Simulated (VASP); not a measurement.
## MoH2: relaxation of cell and atoms with PBE

Crystal: MoH2.

```
CELL_PARAMETERS angstrom
0.00000 2.16854 2.16854
2.16854 0.00000 2.16854
2.16854 2.16854 0.00000
ATOMIC_POSITIONS crystal
H 0.25000 0.25000 0.25000
H 0.50000 0.50000 0.50000
Mo 0.00000 0.00000 0.00000
```

```
Program                : VASP 6.6.1
Task                   : relaxation of cell and atoms
Functional             : PBE
Potentials or basis    : VASP PAW PBE potentials, release 64 (H, Mo_sv)
Cutoff                 : 600 eV
k mesh                 : 18 × 18 × 18
Occupations            : gaussian, width 0.1 eV
Spin                   : no spin polarisation
Dipole correction      : no
Further INCAR settings : ALGO = Normal; EDIFF = 1e-06; IBRION = 2; EDIFFG = -0.01; NSW = 100; ISIF = 3
```

| Item | Value |
| --- | --- |
| Pressure after relaxing | -0.1 GPa |
| Band gap on the k mesh | zero (band 8 reaches 12.88 eV, above the bottom of band 9 at 9.89 eV) |

Final structure:
```yaml
crystal:
  lattice:
    - [0.00000, 2.16854, 2.16854]
    - [2.16854, 0.00000, 2.16854]
    - [2.16854, 2.16854, 0.00000]
  atoms:
    - { symbol: H, position: [0.25000, 0.25000, 0.25000] }
    - { symbol: H, position: [0.50000, 0.50000, 0.50000] }
    - { symbol: Mo, position: [0.00000, 0.00000, 0.00000] }
```

Levels at points of the mesh, in eV from the Fermi level:
```
           k point  band 6  band 7  band 8  band 9  band 10  band 11
(0.00, 0.00, 0.00)   -1.86   -1.86   -1.86    0.38     0.38     1.78
(0.50, 0.00, 0.00)   -5.61   -2.12   -2.12    1.89     1.89     3.05
(0.50, 0.50, 0.00)   -7.73   -1.26    1.92    2.33     2.33     6.44
```

It used 77 s of CPU time on 1 thread of AMD EPYC 7R13 Processor (Zen 3), with other jobs on the host.

Caveat: the relaxation stopped at its first step, so nothing moved.
